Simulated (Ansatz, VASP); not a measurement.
**One calculation of CuI, two programs**

```
Cu I
1.0
     3.66387   -3.59315    0.00000
     3.66387    3.59315    0.00000
     0.00000    0.00000    4.32201
Cu I
2 2
Direct
  0.41679 0.58321 0.75000
  0.58321 0.41679 0.25000
  0.77715 0.22285 0.75000
  0.22285 0.77715 0.25000
```

Change from the starting cell: uniaxial_x strain +4.6%.

Alike in both runs: task single point; functional r2SCAN; k mesh 6 × 6 × 6; no spin polarisation.

|  | VASP | Ansatz |
| --- | --- | --- |
| version | VASP 6.6.1 | Ansatz 0.2.0 |
| potentials or method | VASP PAW PBE potentials, release 64 (Cu, I) | plane waves, PAW |
| plane-wave cutoff (eV) | 520 | 500 |
| occupations | gaussian, width 0.01 eV | fixed |
| valence electrons in the cell | 36 | 72 |

|  | VASP | Ansatz | Ansatz less VASP |
| --- | --- | --- | --- |
| gap on the k mesh at the Fermi level (eV) | 1.40 | 1.40 | -0.003 |
| pressure (GPa) | 0.6 | 0.6 | -0.02 |
| traceless stress, the component that is largest in VASP (GPa) | 0.54 | 0.52 | -0.021 |
| rms of the force components (eV/Å) | 0.005 | 0.006 | +0.0019 |

VASP's potentials were made for PBE, not for r2SCAN. Atom by atom the forces differ by 0.003 eV/Å (rms over components). VASP's potentials hold 36 valence electrons a cell and Ansatz's 72, so a difference there can come from the potentials and not from the codes.

Spin-orbit coupling is off throughout.
